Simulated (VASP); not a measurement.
Input of a VASP 6.6.1 run:

Contents of INCAR:

```
PREC = Accurate
ENCUT = 600
EDIFF = 1E-7
ISMEAR = -1
SIGMA = 0.05
LREAL = False
LASPH = True
NELM = 60
ALGO = Normal
ISIF = 3
LWAVE = False
LCHARG = False
IBRION = 2
NSW = 100
EDIFFG = -0.005
```

File KPOINTS:

```
regular mesh
0
Gamma
  15 15 15
```

Contents of POSCAR:

```
W
1.0
   -1.5823450000      1.5823450000      1.5823450000
    1.5823450000     -1.5823450000      1.5823450000
    1.5823450000      1.5823450000     -1.5823450000
W
1
Direct
    0.0000000000      0.0000000000      0.0000000000
```

Potentials or basis: VASP PAW LDA potentials, release 64 (W_sv).

Launch:

```sh
$ cat potpaw_LDA.64/W_sv/POTCAR > POTCAR
$ mpirun -np 1 vasp_std > vasp.out
```

**Question.** Estimate the relaxed volume.

**Answer.** 15.51 Å³/atom.

**Question.** Predict the band gap on the k mesh.

**Answer.** Zero (band 7 reaches 16.41 eV, above the bottom of band 8 at 10.34 eV).

Step by step:
| step | energy change (eV) | largest force (eV/Å) | pressure (GPa) | volume (Å³) |
| --- | --- | --- | --- | --- |
| 1 | 0.0000 | 0.0000 | -6.88 | 15.85 |
| 2 | 0.0980 | 0.0000 | 30.73 | 14.34 |
| 3 | -0.0073 | 0.0000 | -0.26 | 15.52 |
| 4 | -0.0073 | 0.0000 | -0.05 | 15.51 |

Caveat: spin-orbit coupling is left out, which moves the levels of the heavy elements. Zero-point motion and thermal expansion aren't in these numbers.
